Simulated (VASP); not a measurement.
# Mo: single point with PBE

Mo, a slab with vacuum:

```
Mo
1.0
     4.47010    0.00000    0.00000
    -2.23505    3.87122    0.00000
     0.00000    0.00000   17.82490
Mo
3
Direct
  0.16667 0.33333 0.44881
  0.50000 0.00000 0.50000
  0.83333 0.66667 0.55119
```

| Property | Result |
| --- | --- |
| Program | VASP 6.6.1 |
| Task | single point |
| Functional | PBE |
| Potentials or basis | VASP PAW PBE potentials, release 64 (Mo_sv) |
| Cutoff | 520 eV |
| k mesh | 10 × 10 × 1 |
| Occupations | fermi-dirac, width 0.1 eV |
| Spin | no spin polarisation |
| Dipole correction | yes |
| Further INCAR settings | ALGO = Normal; EDIFF = 1e-06; NBANDS = 28 |

* Largest force: 2.372 eV/Å
* Band gap on the k mesh: zero (band 21 reaches -1.13 eV, above the bottom of band 22 at -1.25 eV)

Forces on the atoms (eV/Å):
```
Mo   0.000  0.000  2.372
Mo   0.000  0.000  0.000
Mo   0.000  0.000 -2.372
```

Levels at points of the mesh, in eV from the Fermi level:
```
           k point  band 17  band 18  band 19  band 20  band 21  band 22  band 23  band 24  band 25  band 26
(0.00, 0.00, 0.00)    -1.54    -1.54    -1.10    -1.10    -0.43     0.06     0.27     0.95     0.95     1.80
(0.50, 0.00, 0.00)    -1.80    -1.15    -1.04    -0.66    -0.56    -0.05     0.46     0.89     0.94     1.65
```

Run time: 94 s on 1 thread of Intel(R) Xeon(R) 6975P-C (Granite Rapids) (shared host), peak memory 0.45 GiB.
